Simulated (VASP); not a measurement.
# Pt (R-3m) in VASP: notebook

Runs on Pt. Level: PBE. Tasks: single point.

All numbers are computed with VASP 6.6.1; they aren't measurements. Logs are shortened: lines on timing, memory, paths and dates and some standing lists are left out, and cuts for length are marked.

## (1) The cell of the first run

It takes space group R-3m (No. 166, trigonal). Conventional cell: a = 2.540 Å, b = 2.540 Å, c = 7.770 Å, α = 90.00°, β = 90.00°, γ = 120.00°. Pt (site symmetry -3m) has 12 Pt at 2.54 to 2.98 Å within 3.4 Å.

## (2) Single point, PBE

INCAR

```
SYSTEM = Pt
PREC = Accurate
ENCUT = 520
EDIFF = 1E-6
ISMEAR = 0
SIGMA = 0.15
LREAL = .FALSE.
LASPH = .TRUE.
NELM = 60
ALGO = Normal
ISIF = 2
LWAVE = .FALSE.
LCHARG = .FALSE.
GGA = PE
NBANDS = 11
```

KPOINTS

```
regular mesh
0
G
  20 20 20
  0 0 0
```

POSCAR

```
Pt
1.0
    0.2977447067      2.0941377706      2.0941377706
    2.0941377706      0.2977447067      2.0941377706
    2.0941377706      2.0941377706      0.2977447067
Pt
1
Direct
    0.0000000000      0.0000000000      0.0000000000
```

Potentials or basis: VASP PAW PBE potentials, release 64 (Pt).

The run is started by

```bash
cat potpaw_PBE.64/Pt/POTCAR > POTCAR
mpirun -np 1 vasp_std > vasp.out
```

OUTCAR:

```text
SYSTEM = Pt
   PREC = Accurate
   ENCUT = 520
   EDIFF = 1E-6
   ISMEAR = 0
   LREAL = .FALSE.
   LASPH = .TRUE.
   NELM = 60
   ISIF = 2
   GGA = PE

 ion  position               nearest neighbor table
   1  0.000  0.000  0.000-

  LATTYP: Found a trigonal (rhomboedric) cell.
 ALAT       =     2.9764875130
 COS(alpha) =     0.6357541527

  Lattice vectors:

 A1 = (   0.2977447067,   2.0941377706,   2.0941377706)
 A2 = (   2.0941377706,   0.2977447067,   2.0941377706)
 A3 = (   2.0941377706,   2.0941377706,   0.2977447067)

Analysis of symmetry for initial positions (statically):
=====================================================================
 Subroutine PRICEL returns:
 Original cell was already a primitive cell.

 Routine SETGRP: Setting up the symmetry group for a
 trigonal (rhombohedral) supercell.

 Subroutine GETGRP returns: Found 12 space group operations
 (whereof 12 operations were pure point group operations)
 out of a pool of 12 trial point group operations.

The static configuration has the point symmetry D_3d.

Analysis of symmetry for dynamics (positions and initial velocities):
=====================================================================
 Subroutine PRICEL returns:
 Original cell was already a primitive cell.

 Routine SETGRP: Setting up the symmetry group for a
 trigonal (rhombohedral) supercell.

 Subroutine GETGRP returns: Found 12 space group operations
 (whereof 12 operations were pure point group operations)
 out of a pool of 12 trial point group operations.

The dynamic configuration has the point symmetry D_3d.

 Subroutine INISYM returns: Found 12 space group operations
 (whereof 12 operations are pure point group operations),
 and found     1 'primitive' translations

----------------------------------------------------------------------------------------

                                     Primitive cell

  volume of cell :      14.4765

  direct lattice vectors                    reciprocal lattice vectors
     0.297744707  2.094137771  2.094137771    -0.296809118  0.259861925  0.259861925
     2.094137771  0.297744707  2.094137771     0.259861925 -0.296809118  0.259861925
     2.094137771  2.094137771  0.297744707     0.259861925  0.259861925 -0.296809118

  length of vectors
     2.976487513  2.976487513  2.976487513     0.472389767  0.472389767  0.472389767

  position of ions in fractional coordinates (direct lattice)
     0.000000000  0.000000000  0.000000000

  ion indices of the primitive-cell ions
   primitive index   ion index
                 1           1

----------------------------------------------------------------------------------------

 KPOINTS: regular mesh

Automatic generation of k-mesh.
 Grid dimensions read from file:
 generate k-points for:   20   20   20

 Generating k-lattice:

  Cartesian coordinates                     Fractional coordinates (reciprocal lattice)
    -0.014840456  0.012993096  0.012993096     0.050000000 -0.000000000 -0.000000000
     0.012993096 -0.014840456  0.012993096    -0.000000000  0.050000000 -0.000000000
     0.012993096  0.012993096 -0.014840456    -0.000000000 -0.000000000  0.050000000

  Length of vectors
     0.023619488  0.023619488  0.023619488

  Shift w.r.t. Gamma in fractional coordinates (k-lattice)
     0.000000000  0.000000000  0.000000000

 Subroutine IBZKPT returns following result:
 ===========================================

 Found    781 irreducible k-points:

 Following reciprocal coordinates:
            Coordinates               Weight
  0.000000  0.000000  0.000000      1.000000
  0.050000  0.000000 -0.000000      6.000000
  0.100000 -0.000000 -0.000000      6.000000
  0.150000  0.000000  0.000000      6.000000
  0.200000 -0.000000 -0.000000      6.000000
  0.250000  0.000000 -0.000000      6.000000
[... 16 lines left out ...]
 -0.400000  0.050000 -0.000000     12.000000
 -0.350000  0.050000  0.000000     12.000000
 [... further k-points ...]
   k-points           NKPTS =    781   k-points in BZ     NKDIM =    781   number of bands    NBANDS=     11
   number of dos      NEDOS =    301   number of ions     NIONS =      1
   total plane-waves  NPLWV =  13824
   dimension x,y,z NGX =    24 NGY =   24 NGZ =   24
   dimension x,y,z NGXF=    48 NGYF=   48 NGZF=   48
   ions per type =               1
   NGX,Y,Z   is equivalent  to a cutoff of  13.40, 13.40, 13.40 a.u.
   NGXF,Y,Z  is equivalent  to a cutoff of  26.81, 26.81, 26.81 a.u.
 SYSTEM =  Pt
   PREC   = accura    normal or accurate (medium, high low for compatibility)
   ISTART =      0    job   : 0-new  1-cont  2-samecut
   ICHARG =      2    charge: 1-file 2-atom 10-const
   ISPIN  =      1    spin polarized calculation?
   LNONCOLLINEAR =      F non collinear calculations
   LSORBIT =      F    spin-orbit coupling
   LASPH  =      T    aspherical Exc in radial PAW
   ENCUT  =  520.0 eV  38.22 Ry    6.18 a.u.   5.53  5.53  5.53*2*pi/ulx,y,z
   NELM   =     60;   NELMIN=  2; NELMDL= -5     # of ELM steps
   EDIFF  = 0.1E-05   stopping-criterion for ELM
   LREAL  =      F    real-space projection
[... 7 lines left out ...]
   TEBEG  =    0.0;   TEEND  =   0.0 temperature during run
   PSTRESS=    0.0 pullay stress
   NELECT =      10.0000    total number of electrons
   NUPDOWN=      -1.0000    fix difference up-down
   EMIN   =  10.00;   EMAX   =-10.00  energy-range for DOS
   EFERMI =   0.00;   METHOD = LEGACY
   ISMEAR =     0;   SIGMA  =   0.15  broadening in eV -4-tet -1-fermi 0-gaus
   EFERMI_NEDOS =   21; number of points for ismear=-14 and -15
   IALGO  =     38    algorithm
   IMIX   =      4    mixing-type and parameters
     AMIX     =   0.40;   BMIX     =  1.00
     AMIX_MAG =   1.60;   BMIX_MAG =  1.00
  volume/ion in A,a.u.               =      14.48        97.69
  Fermi-wavevector in a.u.,A,eV,Ry     =   1.447172  2.734759 28.494777  2.094307
  Thomas-Fermi vector in A             =   2.565157
   LORBIT       =      0    0 simple, 1 ext, 2 COOP (PROOUT), +10 PAW based schemes
   GGA     = PE    functional components
   LHFCALC =     F    Hartree Fock is set to
   AEXX    =    0.0000 exact exchange contribution
   IVDW    =     0    specifies the selected vdW correction
   LEPSILON=     F    determine dielectric tensor
   LRPA    =     F    only Hartree local field effects (RPA)
 non-spin polarized calculation
 Gauss-broadening in eV      SIGMA  =   0.15
  energy-cutoff  :      520.00
  volume of cell :       14.48
 maximum number of plane-waves:       403
 NGX is ok and might be reduce to    24

 number of electron      10.0000001 magnetization

 Free energy of the ion-electron system (eV)
  ---------------------------------------------------
  ext. energy  EPLUGINS =         0.00000000
  ---------------------------------------------------
  free energy    TOTEN  =        -5.62421072 eV

  energy without entropy =       -5.60929922  energy(sigma->0) =       -5.61675497

 E-fermi :  11.9469     XC(G=0): -13.6731

 val. band max:       11.9460765643   @ k =   0.5000   0.5000   0.0500
 cond. band min:      11.9485083727   @ k =   0.5000   0.5000   0.3500
 fundamental gap:      0.0024318083
 Fermi energy:        11.9469266015

 k-point     1 :       0.0000    0.0000    0.0000
  band No.  band energies     occupation
      1       1.3071      2.00000
      2       6.3517      2.00000
      3       8.0274      2.00000
      4       8.0274      2.00000
      5      11.1496      2.00000
      6      11.1496      2.00000
      7      24.6668      0.00000
      8      29.0456      0.00000
      9      34.7649      0.00000
     10      34.7649      0.00000
     11      36.7576      0.00000

 k-point     2 :       0.0500    0.0000   -0.0000
  band No.  band energies     occupation
      1       1.4340      2.00000
      2       6.4108      2.00000
      3       7.9496      2.00000
      4       8.1223      2.00000
      5      11.0361      2.00000
      6      11.1069      2.00000
      7      24.8892      0.00000
      8      29.2557      0.00000
      9      33.8307      0.00000
     10      34.8945      0.00000
     11      37.3675      0.00000

 k-point     3 :       0.1000   -0.0000   -0.0000
  band No.  band energies     occupation
      1       1.8039      2.00000
      2       6.5786      2.00000
      3       7.7431      2.00000
      4       8.4028      2.00000
      5      10.7323      2.00000
      6      10.9854      2.00000
      7      25.4920      0.00000
      8      29.7896      0.00000
      9      32.4369      0.00000
     10      35.2682      0.00000
     11      37.6822      0.00000

 k-point     4 :       0.1500    0.0000    0.0000
  band No.  band energies     occupation
      1       2.3794      2.00000
      2       6.8115      2.00000
      3       7.4976      2.00000
      4       8.8546      2.00000
      5      10.3320      2.00000
      6      10.8045      2.00000
      7      26.2548      0.00000
      8      29.9949      0.00000
      9      31.8249      0.00000
     10      35.8391      0.00000
     11      37.0155      0.00000
[... 239 lines left out ...]
 k-point    22 :      -0.4500    0.0500    0.0000
  band No.  band energies     occupation
      1       4.1091      2.00000
      2       6.6386      2.00000
      3       9.4557      2.00000
      4      10.5510      2.00000
      5      11.7851      1.87286
      6      13.9055      0.00000
      7      20.1575      0.00000
      8      25.5867      0.00000
      9      29.4938      0.00000
     10      32.2994      0.00000
     11      38.5897      0.00000

 k-point    23 :      -0.4000    0.0500   -0.0000
  band No.  band energies     occupation
      1       4.1669      2.00000
      2       6.7461      2.00000
      3       9.5333      2.00000
      4       9.9888      2.00000
      5      11.2414      2.00000
      6      13.4127      0.00000
      7      21.2650      0.00000
      8      26.1529      0.00000
      9      30.0180      0.00000
     10      32.9390      0.00000
     11      37.7033      0.00000

 k-point    24 :      -0.3500    0.0500    0.0000
  band No.  band energies     occupation
      1       4.2488      2.00000
      2       6.8931      2.00000
      3       9.1697      2.00000
      4       9.6686      2.00000
      5      10.5014      2.00000
      6      12.6670      0.00000
      7      22.8035      0.00000
      8      27.1232      0.00000
      9      30.9215      0.00000
     10      34.0797      0.00000
     11      36.2599      0.00000

 [... further k-points ...]
[... 5 lines left out ...]
  --------------------------------------------------------------------------------------
  -------------------------------------------------------------------------------------
  Total        3.9527615      3.9527615      3.9527615     -2.0635595     -2.0635595     -2.0635595
  in kB      437.4689368    437.4689368    437.4689368   -228.3829179   -228.3829179   -228.3829179
  external PRESSURE =     437.4689368 kB  Pullay stress =       0.0000000 kB

 VOLUME and BASIS-vectors are now :
 -----------------------------------------------------------------------------
  energy-cutoff  :      520.00
  volume of cell :       14.48
      direct lattice vectors                 reciprocal lattice vectors
     0.297744707  2.094137771  2.094137771    -0.296809118  0.259861925  0.259861925
     2.094137771  0.297744707  2.094137771     0.259861925 -0.296809118  0.259861925
     2.094137771  2.094137771  0.297744707     0.259861925  0.259861925 -0.296809118

 POSITION                                       TOTAL-FORCE (eV/Angst)
 -----------------------------------------------------------------------------------
      0.00000      0.00000      0.00000         0.000000     -0.000000     -0.000000
 -----------------------------------------------------------------------------------
    total drift:                               -0.000000     -0.000000     -0.000000

  FREE ENERGIE OF THE ION-ELECTRON SYSTEM (eV)
  ---------------------------------------------------
  free  energy   TOTEN  =        -5.6242107178 eV

  energy  without entropy=       -5.6092992165  energy(sigma->0) =       -5.61675497
```

Wall time 33 s (1 thread of Intel Xeon 6975P-C (Granite Rapids), shared host); peak memory 0.25 GiB.

What came out:

* Free energy: -5.6242 eV
* Pressure: 43.7 GPa
* Band gap on the k mesh: zero (band 5 reaches 13.38 eV, above the bottom of band 6 at 10.41 eV)

Stress tensor (GPa, compression positive):
```
 43.75 -22.84 -22.84
-22.84  43.75 -22.84
-22.84 -22.84  43.75
```

Levels at points of the mesh, in eV from the Fermi level:
```csv
k point,band 1,band 2,band 3,band 4,band 5,band 6,band 7,band 8,band 9,band 10
"(0.00, 0.00, 0.00)",-10.64,-5.60,-3.92,-3.92,-0.80,-0.80,12.72,17.10,22.82,22.82
"(0.50, 0.00, 0.00)",-7.95,-5.38,-2.40,-1.10,0.38,1.36,8.05,13.33,17.45,20.51
"(0.50, 0.50, 0.00)",-8.02,-6.86,-0.36,0.29,1.44,2.15,9.45,10.19,14.75,20.14
"(0.50, 0.50, 0.50)",-8.71,-4.10,-4.10,-2.03,0.10,0.10,3.15,15.70,23.15,23.15
```

Caveat: spin-orbit coupling is left out, which moves the levels of the heavy elements.

## (3) Single point, PBE

This run uses another cell than the first one, of the same volume but with other edges.

INCAR

```
SYSTEM = Pt
ALGO     = Normal         ! electronic algorithm
EDIFF    = 1E-7           ! SCF threshold, eV
ENCUT    = 520            ! plane-wave cutoff, eV
GGA      = PE             ! functional
ISIF     = 2              ! what is computed and relaxed
ISMEAR   = 0              ! smearing method
LASPH    = .TRUE.         ! aspherical terms in the spheres
LCHARG   = .TRUE.         ! write CHGCAR
LELF     = .TRUE.         ! ELF
LREAL    = .FALSE.        ! projectors in reciprocal space
LVHAR    = .TRUE.       
LWAVE    = .FALSE.        ! write WAVECAR
NBANDS   = 11             ! bands
NELM     = 80             ! most SCF steps
PREC     = Accurate       ! precision mode
SIGMA    = 0.15           ! smearing width, eV
```

KPOINTS

```
k-points
0
G
  20 20 20
  0 0 0
```

POSCAR

```
Pt
1.0
   -0.2977447067      1.7963930639      1.7963930639
    1.7963930639     -0.2977447067      1.7963930639
    1.7963930639      1.7963930639     -0.2977447067
Pt
1
Direct
    0.0000000000      0.0000000000      0.0000000000
```

Potentials or basis: VASP PAW PBE potentials, release 64 (Pt).

The run is started by

```bash
cat potpaw_PBE.64/Pt/POTCAR > POTCAR
mpirun -np 1 vasp_std > vasp.out
```

It took 38 s on 1 thread of Intel Xeon 6975P-C (Granite Rapids), shared host; peak memory 0.23 GiB.

The run converged. Its results:

```
Free energy            : -5.6574 eV
Pressure               : 40.9 GPa
Band gap on the k mesh : zero (band 5 reaches 13.66 eV, above the bottom of band 6 at 9.61 eV)
```

Stress tensor (GPa, compression positive):
```
40.91 15.65 15.65
15.65 40.91 15.65
15.65 15.65 40.91
```

Levels at points of the mesh, in eV from the Fermi level:
```tsv
k point	band 3	band 4	band 5	band 6	band 7	band 8
(0.00, 0.00, 0.00)	-5.51	-1.52	-0.79	-0.79	14.53	18.10
(0.50, 0.00, 0.00)	-1.60	-0.97	-0.96	0.03	6.09	15.50
(0.50, 0.50, 0.00)	-0.42	0.03	1.77	2.29	9.02	10.32
(0.50, 0.50, 0.50)	-4.66	1.41	1.41	2.44	10.56	12.51
```

Caveat: spin-orbit coupling is left out, which moves the levels of the heavy elements.

## (4) Single point, PBE

This run uses another cell than the first one, of 14.60 Å³/atom, 1.009 times its volume.

INCAR

```
PREC = Accurate
ENCUT = 520
EDIFF = 1E-7
ISMEAR = 0
SIGMA = 0.15
LREAL = F
LASPH = T
NELM = 60
ALGO = Normal
ISIF = 2
LWAVE = F
LCHARG = T
GGA = PE
LELF = T
LVHAR = T
NBANDS = 11
```

KPOINTS

```
Automatic mesh
0
Gamma
  20 20 20
```

POSCAR

```
Pt
1.0
   -0.1984964712      1.8460171817      1.8460171817
    1.8460171817     -0.1984964712      1.8460171817
    1.8460171817      1.8460171817     -0.1984964712
Pt
1
Direct
    0.0000000000      0.0000000000      0.0000000000
```

The run is started by

```bash
cat potpaw_PBE.64/Pt/POTCAR > POTCAR
mpirun -np 1 vasp_std > vasp.out
```

Run time: 38 s. Hardware: 1 thread of Intel Xeon 6975P-C (Granite Rapids), shared host; peak memory 0.24 GiB.

The run converged. Its results:

```
Free energy            : -5.8907 eV
Pressure               : 27.7 GPa
Band gap on the k mesh : zero (band 5 reaches 12.99 eV, above the bottom of band 6 at 9.62 eV)
```

Stress tensor (GPa, compression positive):
```
27.71 11.01 11.01
11.01 27.71 11.01
11.01 11.01 27.71
```

Levels at points of the mesh, in eV from the Fermi level:
| k point | band 2 | band 3 | band 4 | band 5 | band 6 | band 7 | band 8 | band 9 |
| --- | --- | --- | --- | --- | --- | --- | --- | --- |
| (0.00, 0.00, 0.00) | -4.92 | -4.92 | -2.43 | -1.26 | -1.26 | 14.46 | 18.40 | 18.40 |
| (0.50, 0.00, 0.00) | -5.09 | -2.52 | -0.89 | -0.66 | 0.21 | 5.82 | 14.80 | 18.46 |
| (0.50, 0.50, 0.00) | -6.94 | -0.27 | 0.28 | 1.18 | 1.97 | 9.68 | 9.74 | 13.81 |
| (0.50, 0.50, 0.50) | -4.38 | -4.38 | 0.76 | 0.76 | 1.20 | 8.75 | 13.02 | 17.20 |

Caveat: spin-orbit coupling is left out, which moves the levels of the heavy elements.

## (5) Single point, PBE

This run uses another cell than the first one, of 14.61 Å³/atom, 1.009 times its volume.

INCAR

```
SYSTEM = Pt
  PREC = Accurate
  ENCUT = 520
  EDIFF = 1E-7
  ISMEAR = 0
  SIGMA = 0.15
  LREAL = .FALSE.
  LASPH = .TRUE.
  NELM = 100
  ALGO = Fast
  ISIF = 2
  LWAVE = .FALSE.
  LCHARG = .TRUE.
  GGA = PE
  LELF = .TRUE.
  LVHAR = .TRUE.
  NBANDS = 11
```

KPOINTS

```
Automatic mesh
0
G
  20 20 20
  0 0 0
```

POSCAR

```
Pt
1.0
    0.1984964712      2.0445136528      2.0445136528
    2.0445136528      0.1984964712      2.0445136528
    2.0445136528      2.0445136528      0.1984964712
Pt
1
Direct
    0.0000000000      0.0000000000      0.0000000000
```

The run is started by

```bash
cat potpaw_PBE.64/Pt/POTCAR > POTCAR
mpirun -np 1 vasp_std > vasp.out
```

It took 50 s on 1 thread of Intel Xeon 6975P-C (Granite Rapids), shared host; peak memory 0.25 GiB.

The run converged. Its results:

* Free energy: -5.8886 eV
* Pressure: 28.4 GPa
* Band gap on the k mesh: zero (band 5 reaches 12.83 eV, above the bottom of band 6 at 10.15 eV)

Stress tensor (GPa, compression positive):
```
 28.38 -13.10 -13.10
-13.10  28.38 -13.10
-13.10 -13.10  28.38
```

Levels at points of the mesh, in eV from the Fermi level:
| k point | band 2 | band 3 | band 4 | band 5 | band 6 | band 7 | band 8 | band 9 |
| --- | --- | --- | --- | --- | --- | --- | --- | --- |
| (0.00, 0.00, 0.00) | -5.07 | -3.74 | -3.74 | -1.21 | -1.21 | 13.84 | 17.43 | 21.67 |
| (0.50, 0.00, 0.00) | -5.02 | -2.88 | -0.66 | 0.03 | 0.90 | 7.24 | 13.72 | 17.65 |
| (0.50, 0.50, 0.00) | -6.83 | -0.22 | 0.44 | 1.03 | 1.95 | 9.66 | 9.97 | 13.60 |
| (0.50, 0.50, 0.50) | -3.96 | -3.96 | -1.63 | -0.01 | -0.01 | 4.07 | 15.26 | 21.72 |

Caveat: spin-orbit coupling is left out, which moves the levels of the heavy elements.

## (6) Overview

| cell | gap on the mesh (eV) | pressure (GPa) |
| --- | --- | --- |
| a = 2.976 Å, angles 50.5°, 1 atom | none | 43.7 |
| a = 2.558 Å, angles 70.7°, 1 atom | none | 40.9 |
| a = 2.618 Å, angles 67.0°, 1 atom | none | 27.7 |
| a = 2.898 Å, angles 53.5°, 1 atom | none | 28.4 |

Alike in all rows: task single point; level PBE; potentials or basis VASP PAW PBE potentials, release 64 (Pt); no spin polarisation; k mesh 20 × 20 × 20; cutoff (eV) 520; smearing gaussian 0.15 eV.

Caveats: spin-orbit coupling is left out, which moves the levels of the heavy elements.

Absolute energies hang on the potentials; compare differences alone.
